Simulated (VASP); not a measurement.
# ZrB2 (P6/mmm) in VASP: settings compared

Aim: see how the results for ZrB2 move with the level of theory and the settings. Levels: PBE, BLYP+D4, r2SCAN+U. Tasks: relaxation of cell and atoms, single point.

Program: VASP 6.6.1. These are calculated values, not measurements. Logs are shortened: lines on timing, memory, paths and dates and some standing lists are left out, and cuts for length are marked.

## (1) The cell of the first run

The structure is hexagonal, space group P6/mmm (No. 191). Conventional cell: a = 3.170 Å, b = 3.170 Å, c = 3.533 Å, α = 90.00°, β = 90.00°, γ = 120.00°. Zr (site symmetry 6/mmm) has 12 B at 2.54 Å and 6 Zr at 3.17 Å within 3.4 Å. Within 2.4 Å of B (site symmetry -6m2) lie 3 B at 1.83 Å.

## (2) Relaxation of cell and atoms, PBE

INCAR reads:

```
PREC     = Accurate       # precision mode
ENCUT    = 600            # plane-wave cutoff, eV
EDIFF    = 1E-7           # SCF threshold, eV
ISMEAR   = -1             # smearing method
SIGMA    = 0.05           # smearing width, eV
LREAL    = False          # projectors in reciprocal space
LASPH    = True           # aspherical terms in the spheres
NELM     = 80             # most SCF steps
ALGO     = Normal         # electronic algorithm
ISIF     = 3              # what is computed and relaxed
LWAVE    = False          # write WAVECAR
LCHARG   = False          # write CHGCAR
GGA      = PE             # functional
IBRION   = 2              # ionic algorithm
NSW      = 80             # ionic steps
EDIFFG   = -0.02          # ionic threshold
```

KPOINTS reads:

```
regular mesh
0
Gamma
  10 10 8
```

POSCAR reads:

```
ZrB2
1.0
    3.1700000000      0.0000000000      0.0000000000
   -1.5850000000      2.7453005300      0.0000000000
    0.0000000000      0.0000000000      3.5330000000
Zr B
1 2
Direct
    0.0000000000      0.0000000000      0.0000000000
    0.6666666667      0.3333333333      0.5000000000
    0.3333333333      0.6666666667      0.5000000000
```

Potentials or basis: VASP PAW PBE potentials, release 64 (Zr_sv, B).

Command:

```
cat potpaw_PBE.64/Zr_sv/POTCAR potpaw_PBE.64/B/POTCAR > POTCAR
mpirun -np 1 vasp_std > vasp.out
```

OUTCAR:

```text
PREC = Accurate
   ENCUT = 600
   EDIFF = 1E-7
   ISMEAR = -1
   LREAL = False
   LASPH = True
   NELM = 80
   ISIF = 3
   GGA = PE
   IBRION = 2
   NSW = 80
   EDIFFG = -0.02

 ion  position               nearest neighbor table
   1  0.000  0.000  0.000-   2 2.54   3 2.54   2 2.54   3 2.54   2 2.54   2 2.54   3 2.54   3 2.54
                             2 2.54   2 2.54   3 2.54   3 2.54
   2  0.667  0.333  0.500-   3 1.83   3 1.83   3 1.83   1 2.54   1 2.54   1 2.54   1 2.54   1 2.54
                             1 2.54
   3  0.333  0.667  0.500-   2 1.83   2 1.83   2 1.83   1 2.54   1 2.54   1 2.54   1 2.54   1 2.54
                             1 2.54

  LATTYP: Found a hexagonal cell.
 ALAT       =     3.1700000000
 C/A-ratio  =     1.1145110410

  Lattice vectors:

 A1 = (   3.1700000000,   0.0000000000,   0.0000000000)
 A2 = (  -1.5850000000,   2.7453005300,   0.0000000000)
 A3 = (   0.0000000000,   0.0000000000,   3.5330000000)

Analysis of symmetry for initial positions (statically):
=====================================================================
 Subroutine PRICEL returns:
 Original cell was already a primitive cell.

 Routine SETGRP: Setting up the symmetry group for a
 hexagonal supercell.

 Subroutine GETGRP returns: Found 24 space group operations
 (whereof 24 operations were pure point group operations)
 out of a pool of 24 trial point group operations.

The static configuration has the point symmetry D_6h.

Analysis of symmetry for dynamics (positions and initial velocities):
=====================================================================
 Subroutine PRICEL returns:
 Original cell was already a primitive cell.

 Routine SETGRP: Setting up the symmetry group for a
 hexagonal supercell.

 Subroutine GETGRP returns: Found 24 space group operations
 (whereof 24 operations were pure point group operations)
 out of a pool of 24 trial point group operations.

The dynamic configuration has the point symmetry D_6h.

 Subroutine INISYM returns: Found 24 space group operations
 (whereof 24 operations are pure point group operations),
 and found     1 'primitive' translations

----------------------------------------------------------------------------------------

                                     Primitive cell

  volume of cell :      30.7463

[... 102 lines left out ...]
   NUPDOWN=      -1.0000    fix difference up-down
   EMIN   =  10.00;   EMAX   =-10.00  energy-range for DOS
   EFERMI =   0.00;   METHOD = LEGACY
   ISMEAR =    -1;   SIGMA  =   0.05  broadening in eV -4-tet -1-fermi 0-gaus
   EFERMI_NEDOS =   21; number of points for ismear=-14 and -15
   IALGO  =     38    algorithm
   IMIX   =      4    mixing-type and parameters
     AMIX     =   0.40;   BMIX     =  1.00
     AMIX_MAG =   1.60;   BMIX_MAG =  1.00
  volume/ion in A,a.u.               =      10.25        69.16
  Fermi-wavevector in a.u.,A,eV,Ry     =   1.369519  2.588016 25.518847  1.875582
  Thomas-Fermi vector in A             =   2.495387
   LORBIT       =      0    0 simple, 1 ext, 2 COOP (PROOUT), +10 PAW based schemes
   GGA     = PE    functional components
   LHFCALC =     F    Hartree Fock is set to
   AEXX    =    0.0000 exact exchange contribution
   IVDW    =     0    specifies the selected vdW correction
   LEPSILON=     F    determine dielectric tensor
   LRPA    =     F    only Hartree local field effects (RPA)
 conjugate gradient relaxation of ions
 non-spin polarized calculation
  energy-cutoff  :      600.00
  volume of cell :       30.75
 maximum number of plane-waves:      1046
 NGX is ok and might be reduce to    28
   NGX = 13   NGY = 13   NGZ = 15

--------------------------------------- Ionic step        1  -------------------------------------------

 number of electron      18.0000000 magnetization

 Free energy of the ion-electron system (eV)
  ---------------------------------------------------
  ext. energy  EPLUGINS =         0.00000000
  ---------------------------------------------------
  free energy    TOTEN  =       -24.97762581 eV

  energy without entropy =      -24.97479163  energy(sigma->0) =      -24.97620872

------------------------ aborting loop because EDIFF is reached ----------------------------------------

  FORCE on cell =-STRESS in cart. coord.  units (eV):
  Direction    XX          YY          ZZ          XY          YZ          ZX
  --------------------------------------------------------------------------------------
  -------------------------------------------------------------------------------------
  Total        0.1031704      0.1031704      0.3286938      0.0000000     -0.0000000     -0.0000000
  in kB        5.3761693      5.3761693     17.1281031      0.0000000     -0.0000000     -0.0000000
  external PRESSURE =       9.2934806 kB  Pullay stress =       0.0000000 kB
[... 98 lines left out ...]
--------------------------------------- Ionic step        4  -------------------------------------------

 number of electron      18.0000000 magnetization

 Free energy of the ion-electron system (eV)
  ---------------------------------------------------
  ext. energy  EPLUGINS =         0.00000000
  ---------------------------------------------------
  free energy    TOTEN  =       -24.97826586 eV

  energy without entropy =      -24.97549044  energy(sigma->0) =      -24.97687815

 E-fermi :  10.3953     XC(G=0): -12.4242

 val. band max:       10.3621713925   @ k =   0.2000   0.2000   0.1250
 cond. band min:      10.5266562771   @ k =   0.0000   0.0000   0.2500
 fundamental gap:      0.1644848846
 Fermi energy:        10.3952811309

 k-point     1 :       0.0000    0.0000    0.0000
  band No.  band energies     occupation
      1     -38.1738      2.00000
      2     -16.3560      2.00000
      3     -15.8073      2.00000
      4     -15.8073      2.00000
      5      -2.2326      2.00000
      6       7.8859      2.00000
      7       7.8859      2.00000
      8       7.8936      2.00000
      9       8.0996      2.00000
     10      13.8648      0.00000
     11      13.8648      0.00000
     12      14.6028      0.00000
     13      14.6028      0.00000
[... 354 lines left out ...]
  band No.  band energies     occupation
      1     -38.0554      2.00000
      2     -16.6831      2.00000
      3     -16.2250      2.00000
      4     -16.0675      2.00000
      5       1.2289      2.00000
      6       2.4908      2.00000
      7       6.2724      2.00000
      8       7.0191      2.00000
      9       8.4336      2.00000
     10      11.6222      0.00000
     11      14.1500      0.00000
     12      14.4105      0.00000
     13      16.0724      0.00000

 [... further k-points ...]
[... 5 lines left out ...]
  --------------------------------------------------------------------------------------
  -------------------------------------------------------------------------------------
  Total        0.0110186      0.0110186     -0.0053714      0.0000000      0.0000000      0.0000000
  in kB        0.5719029      0.5719029     -0.2787904      0.0000000      0.0000000      0.0000000
  external PRESSURE =       0.2883384 kB  Pullay stress =       0.0000000 kB
[... 18 lines left out ...]
  FREE ENERGIE OF THE ION-ELECTRON SYSTEM (eV)
  ---------------------------------------------------
  free  energy   TOTEN  =       -24.9782658601 eV

  energy  without entropy=      -24.9754904410  energy(sigma->0) =      -24.97687815

 reached required accuracy - stopping structural energy minimisation
```

Run time: 2.7 min. Hardware: 1 thread of Intel Xeon 8259CL, shared host; peak memory 0.19 GiB.

Results:

| Quantity | Value |
| --- | --- |
| Free energy | -24.9783 eV |
| Relaxed volume | 10.29 Å³/atom |
| Relaxed cell | a = 3.170 Å, b = 3.170 Å, c = 3.547 Å, α = 90.00°, β = 90.00°, γ = 120.00° |
| Space group after relaxing (to 0.05 Å) | P6/mmm (No. 191) |
| Energy gained by relaxing | 0.2 meV/atom |
| Ionic steps | 4 |
| Pressure after relaxing | 0.0 GPa |
| Band gap on the k mesh | zero (band 9 reaches 11.09 eV, above the bottom of band 10 at 10.25 eV) |

Stress tensor (GPa, compression positive):
```
 0.06  0.00  0.00
 0.00  0.06  0.00
 0.00  0.00 -0.03
```

Step by step:
```csv
step,energy change (eV),largest force (eV/Å),pressure (GPa),volume (Å³)
1,0.0000,0.0000,0.93,30.75
2,-0.0002,0.0000,-1.07,31.01
3,-0.0006,0.0000,-0.17,30.89
4,-0.0006,0.0000,0.03,30.87
```

Final structure:
```
CELL_PARAMETERS angstrom
3.17001 0.00000 0.00000
-1.58500 2.74531 0.00000
0.00000 0.00000 3.54703
ATOMIC_POSITIONS crystal
Zr 0.00000 0.00000 0.00000
B 0.66667 0.33333 0.50000
B 0.33333 0.66667 0.50000
```

## (3) Relaxation of cell and atoms, BLYP+D4

INCAR reads:

```
SYSTEM = ZrB2
AGGAC = 1.0 ; AGGAX = 1.0
ALDAC = 0.0 ; ALDAX = 1.0
ALGO = Normal ; EDIFF = 1E-6
EDIFFG = -0.005 ; ENCUT = 600
GGA = B5 ; IBRION = 2
ISIF = 3 ; ISMEAR = -1
IVDW = 13 ; LASPH = .TRUE.
LCHARG = .FALSE. ; LREAL = .FALSE.
LWAVE = .FALSE. ; NELM = 60
NSW = 80 ; PREC = Accurate
SIGMA = 0.05 ; VDW_A1 = 0.44488865
VDW_A2 = 4.0933009 ; VDW_S6 = 1.0
VDW_S8 = 2.34076671
```

KPOINTS reads:

```
k-points
0
G
  10 10 8
  0 0 0
```

POSCAR is that of step 2.

Potentials or basis: VASP PAW PBE potentials, release 64 (Zr_sv, B).

Command:

```
cat potpaw_PBE.64/Zr_sv/POTCAR potpaw_PBE.64/B/POTCAR > POTCAR
mpirun -np 1 vasp_std > vasp.out
```

OUTCAR:

```text
SYSTEM = ZrB2
   EDIFF = 1E-6
   EDIFFG = -0.005
   ENCUT = 600
   GGA = B5
   IBRION = 2
   ISIF = 3
   ISMEAR = -1
   IVDW = 13
   LASPH = .TRUE.
   LREAL = .FALSE.
   NELM = 60
   NSW = 80
   PREC = Accurate

 ion  position               nearest neighbor table
   1  0.000  0.000  0.000-   2 2.54   3 2.54   2 2.54   3 2.54   2 2.54   2 2.54   3 2.54   3 2.54
                             2 2.54   2 2.54   3 2.54   3 2.54
   2  0.667  0.333  0.500-   3 1.83   3 1.83   3 1.83   1 2.54   1 2.54   1 2.54   1 2.54   1 2.54
                             1 2.54
   3  0.333  0.667  0.500-   2 1.83   2 1.83   2 1.83   1 2.54   1 2.54   1 2.54   1 2.54   1 2.54
                             1 2.54

  LATTYP: Found a hexagonal cell.
 ALAT       =     3.1700000000
 C/A-ratio  =     1.1145110410

  Lattice vectors:

 A1 = (   3.1700000000,   0.0000000000,   0.0000000000)
 A2 = (  -1.5850000000,   2.7453005300,   0.0000000000)
 A3 = (   0.0000000000,   0.0000000000,   3.5330000000)

Analysis of symmetry for initial positions (statically):
=====================================================================
 Subroutine PRICEL returns:
 Original cell was already a primitive cell.

 Routine SETGRP: Setting up the symmetry group for a
 hexagonal supercell.

 Subroutine GETGRP returns: Found 24 space group operations
 (whereof 24 operations were pure point group operations)
 out of a pool of 24 trial point group operations.

The static configuration has the point symmetry D_6h.

Analysis of symmetry for dynamics (positions and initial velocities):
[... 160 lines left out ...]
  free energy    TOTEN  =       -22.08920703 eV

  energy without entropy =      -22.08614702  energy(sigma->0) =      -22.08767702

------------------------ aborting loop because EDIFF is reached ----------------------------------------

  DFT-D4 for vdW energy calculation

  Edisp (eV):   -1.78183
[... 237 lines left out ...]
--------------------------------------- Ionic step        7  -------------------------------------------

 number of electron      18.0000000 magnetization

 Free energy of the ion-electron system (eV)
  ---------------------------------------------------
  ext. energy  EPLUGINS =         0.00000000
  ---------------------------------------------------
  free energy    TOTEN  =       -22.06581428 eV

  energy without entropy =      -22.06291595  energy(sigma->0) =      -22.06436511

 E-fermi :  11.1157     XC(G=0): -11.8596

 val. band max:       11.0916761442   @ k =   0.2000   0.2000   0.1250
 cond. band min:      11.2444969989   @ k =   0.0000   0.0000   0.2500
 fundamental gap:      0.1528208547
 Fermi energy:        11.1157488623

 k-point     1 :       0.0000    0.0000    0.0000
  band No.  band energies     occupation
      1     -37.4913      2.00000
      2     -15.7527      2.00000
      3     -15.1905      2.00000
      4     -15.1905      2.00000
      5      -1.4966      2.00000
      6       8.5237      2.00000
      7       8.5237      2.00000
      8       8.6814      2.00000
      9       8.8253      2.00000
     10      14.5628      0.00000
     11      14.5628      0.00000
     12      15.2268      0.00000
     13      15.2268      0.00000
[... 354 lines left out ...]
  band No.  band energies     occupation
      1     -37.3640      2.00000
      2     -16.1012      2.00000
      3     -15.6145      2.00000
      4     -15.4614      2.00000
      5       1.9491      2.00000
      6       3.2021      2.00000
      7       6.9741      2.00000
      8       7.7087      2.00000
      9       9.1445      2.00000
     10      12.3385      0.00000
     11      14.8705      0.00000
     12      15.1497      0.00000
     13      16.7515      0.00000

 [... further k-points ...]

------------------------ aborting loop because EDIFF is reached ----------------------------------------

  DFT-D4 for vdW energy calculation

  Edisp (eV):   -1.81060
[... 26 lines left out ...]
  FREE ENERGIE OF THE ION-ELECTRON SYSTEM (eV)
  ---------------------------------------------------
  free  energy   TOTEN  =       -23.8764103322 eV

  energy  without entropy=      -23.8735120000  energy(sigma->0) =      -23.87496117

 reached required accuracy - stopping structural energy minimisation
```

Run time: 4.6 min. Hardware: 1 thread of Intel Xeon 8259CL, shared host; peak memory 0.19 GiB.

Results:

```yaml
Free_energy: -23.8764 eV
Relaxed_volume: 10.10 Å³/atom
Relaxed_cell: a = 3.149 Å, b = 3.149 Å, c = 3.528 Å, α = 90.00°, β = 90.00°, γ = 120.00°
Space_group_after_relaxing_to_0.05_Å: P6/mmm (No. 191)
Energy_gained_by_relaxing: 1.8 meV/atom
Ionic_steps: 7
Pressure_after_relaxing: 0.0 GPa
Band_gap_on_the_k_mesh: zero (band 9 reaches 11.84 eV, above the bottom of band 10 at 10.96 eV)
Dispersion_energy_per_atom: -0.604 eV
```

The path:
| step | energy change (eV) | largest force (eV/Å) | pressure (GPa) | volume (Å³) |
| --- | --- | --- | --- | --- |
| 1 | 0.0000 | 0.0000 | -3.41 | 30.75 |
| 2 | 0.0018 | 0.0000 | 4.37 | 29.79 |
| 3 | -0.0053 | 0.0000 | 0.09 | 30.30 |
| 4 | -0.0053 | 0.0000 | 0.13 | 30.29 |
| 5 | -0.0054 | 0.0000 | 0.08 | 30.30 |
| 6 | -0.0054 | 0.0000 | 0.05 | 30.31 |
| 7 | -0.0054 | 0.0000 | 0.04 | 30.31 |

Final structure:
```yaml
crystal:
  lattice:
    - [3.14925, 0.00000, 0.00000]
    - [-1.57462, 2.72733, 0.00000]
    - [0.00000, 0.00000, 3.52849]
  atoms:
    - { symbol: Zr, position: [0.00000, 0.00000, 0.00000] }
    - { symbol: B, position: [0.66667, 0.33333, 0.50000] }
    - { symbol: B, position: [0.33333, 0.66667, 0.50000] }
```

Levels at points of the mesh, in eV from the Fermi level:
| k point | band 5 | band 6 | band 7 | band 8 | band 9 | band 10 | band 11 | band 12 | band 13 |
| --- | --- | --- | --- | --- | --- | --- | --- | --- | --- |
| (0.00, 0.00, 0.00) | -12.61 | -2.59 | -2.59 | -2.43 | -2.29 | 3.45 | 3.45 | 4.11 | 4.11 |
| (0.50, 0.00, 0.00) | -8.84 | -8.42 | -3.89 | -3.01 | -2.55 | 2.30 | 2.36 | 4.95 | 5.03 |
| (0.00, 0.00, 0.50) | -10.62 | -6.78 | -0.96 | -0.96 | 0.48 | 0.48 | 0.82 | 0.82 | 1.78 |
| (0.50, 0.00, 0.50) | -9.88 | -6.91 | -4.56 | -4.03 | -1.81 | 3.73 | 4.40 | 5.30 | 6.19 |

Caveat: the PAW data sets were made with another functional, which shifts forces and pressure a little; pairwise dispersion overbinds metals, which lowers pressure and volume.

(Continued in part 2 of 3.)
